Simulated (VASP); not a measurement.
Input of a VASP 6.6.1 run:

File INCAR:

```
PREC = Accurate
ENCUT = 520
EDIFF = 1E-7
ISMEAR = 0
SIGMA = 0.1
LREAL = F
LASPH = T
NELM = 80
ALGO = Normal
ISIF = 2
LWAVE = F
LCHARG = F
GGA = PS
NBANDS = 15
```

The input KPOINTS:

```
regular mesh
0
Gamma
  12 12 12
```

File POSCAR:

```
Al2Pt
1.0
    0.0000000000      2.9213549773      2.9213549773
    2.9213549773      0.0000000000      2.9213549773
    2.9213549773      2.9213549773      0.0000000000
Al Pt
2 1
Direct
    0.2500000000      0.2500000000      0.2500000000
    0.7500000000      0.7500000000      0.7500000000
    0.0000000000      0.0000000000      0.0000000000
```

Potentials or basis: VASP PAW PBE potentials, release 64 (Al, Pt).

Launch:

```sh
$ cat potpaw_PBE.64/Al/POTCAR potpaw_PBE.64/Pt/POTCAR > POTCAR
$ mpirun -np 1 vasp_std > vasp.out
```

(1) What does it give for the pressure?

(2) Estimate the band gap on the k mesh.

Results:

(1) 4.0 GPa.

(2) zero (band 8 reaches 12.02 eV, above the bottom of band 9 at 6.53 eV).

Caveat: the PAW data sets were made with another functional, which shifts forces and pressure a little; spin-orbit coupling is left out, which moves the levels of the heavy elements.
